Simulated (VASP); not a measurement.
A run of VASP 6.6.1:

INCAR

```
PREC     = Accurate       # precision mode
ENCUT    = 520            # plane-wave cutoff, eV
EDIFF    = 1E-6           # SCF threshold, eV
ISMEAR   = -1             # smearing method
SIGMA    = 0.15           # smearing width, eV
LREAL    = False          # projectors in reciprocal space
LASPH    = True           # aspherical terms in the spheres
NELM     = 80             # most SCF steps
ALGO     = Normal         # electronic algorithm
ISIF     = 2              # what is computed and relaxed
LWAVE    = False          # write WAVECAR
LCHARG   = False          # write CHGCAR
GGA      = PE             # functional
NBANDS   = 16             # bands
```

Contents of KPOINTS:

```
regular mesh
0
Gamma
  9 9 8
```

File POSCAR:

```
NbTe
1.0
    3.7029740000      0.0000000000      0.0000000000
   -1.8514870000      3.2068700000      0.0000000000
    0.0000000000      0.0000000000      3.6942110000
Nb Te
1 1
Direct
    0.0000000000      0.0000000000      0.5000000000
    0.6666666667      0.3333333333      0.0000000000
```

Potentials or basis: VASP PAW PBE potentials, release 64 (Nb_sv, Te).

Run with:

```sh
$ cat potpaw_PBE.64/Nb_sv/POTCAR potpaw_PBE.64/Te/POTCAR > POTCAR
$ mpirun -np 1 vasp_std > vasp.out
```

Hardware: 1 thread of Intel Xeon 6975P-C (shared host).

Question: How long does it take, and how much memory?

Answer: Run time: 36 s on 1 thread of Intel Xeon 6975P-C, on a shared host, peak memory 0.18 GiB. Counts: scf iterations 12, k points 60.
